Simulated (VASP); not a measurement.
# Ba: single point with PBE

Ba:

```xyz
1
Lattice="-2.5106 2.5106 2.5098 2.5106 -2.5106 2.5098 2.5106 2.5106 -2.5098" Properties=species:S:1:pos:R:3 pbc="T T T"
Ba    0.0000    0.0000    0.0000
```

The cell was generated, and may not be a known phase.

```
Program             : VASP 6.6.1
Task                : single point
Functional          : PBE
Potentials or basis : VASP PAW PBE potentials, release 64 (Ba_sv)
Cutoff              : 520 eV
k mesh              : 16 × 16 × 16
Occupations         : gaussian, width 0.1 eV
Spin                : no spin polarisation
```

```
Pressure               : 0.1 GPa
Band gap on the k mesh : zero (bands 5 and 6 overlap by 1.06 eV)
```

Levels at points of the mesh, in eV from the Fermi level:
| k point | band 1 | band 2 | band 3 | band 4 | band 5 | band 6 | band 7 | band 8 | band 9 | band 10 |
| --- | --- | --- | --- | --- | --- | --- | --- | --- | --- | --- |
| (0.00, 0.00, 0.00) | -28.88 | -13.84 | -13.84 | -13.84 | -2.74 | 1.83 | 1.83 | 1.83 | 3.23 | 3.23 |
| (0.50, 0.00, 0.00) | -28.84 | -14.29 | -13.98 | -13.84 | -0.88 | 0.70 | 1.25 | 3.20 | 3.78 | 5.21 |
| (0.50, 0.50, 0.00) | -28.84 | -14.29 | -13.98 | -13.84 | -0.88 | 0.70 | 1.24 | 3.20 | 3.77 | 5.21 |
| (0.50, 0.50, 0.50) | -28.81 | -14.15 | -14.15 | -14.15 | -0.53 | -0.53 | 4.35 | 4.35 | 4.35 | 4.72 |

It took 4 min on 1 thread of Oxide Virtual Turin-like Processor, with other jobs on the host, peak memory 0.33 GiB.

Caveat: spin-orbit coupling is left out, which moves the levels of the heavy elements.
